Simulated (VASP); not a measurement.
## Ta: single point with RPBE

The system is Ta.

```
Ta
1.0
     5.33914    0.00000    0.00000
     0.00000    5.33914    0.00000
     0.00000    0.00000    5.33914
Ta
8
Direct
  0.00000 0.00000 0.00000
  0.50000 0.50000 0.50000
  0.25000 0.00000 0.50000
  0.75000 0.00000 0.50000
  0.50000 0.25000 0.00000
  0.50000 0.75000 0.00000
  0.00000 0.50000 0.25000
  0.00000 0.50000 0.75000
```

- Program: VASP 6.6.1
- Task: single point
- Functional: RPBE
- Potentials or basis: VASP PAW PBE potentials, release 64 (Ta_pv)
- Cutoff: 520 eV
- k mesh: 5 × 5 × 5
- Occupations: fermi-dirac, width 0.1 eV
- Spin: no spin polarisation
- Dipole correction: no
- Further INCAR settings: ALGO = Normal; EDIFF = 1e-07; NBANDS = 54

```yaml
Pressure: 0.1 GPa
Band_gap_on_the_k_mesh: zero (bands 44 and 45 overlap by 0.17 eV)
```

Levels at points of the mesh, in eV from the Fermi level:
| k point | band 40 | band 41 | band 42 | band 43 | band 44 | band 45 | band 46 | band 47 | band 48 | band 49 |
| --- | --- | --- | --- | --- | --- | --- | --- | --- | --- | --- |
| (0.00, 0.00, 0.00) | -1.13 | -1.13 | -1.02 | -0.74 | -0.74 | 0.14 | 0.14 | 0.87 | 0.87 | 0.87 |

It took 93 s on 1 thread of Intel(R) Xeon(R) Platinum 8259CL CPU @ 2.50GHz (Skylake/Cascade Lake), on a shared host, peak memory 0.26 GiB.

Caveat: the PAW data sets were made with another functional, which shifts forces and pressure a little; spin-orbit coupling is left out, which moves the levels of the heavy elements.
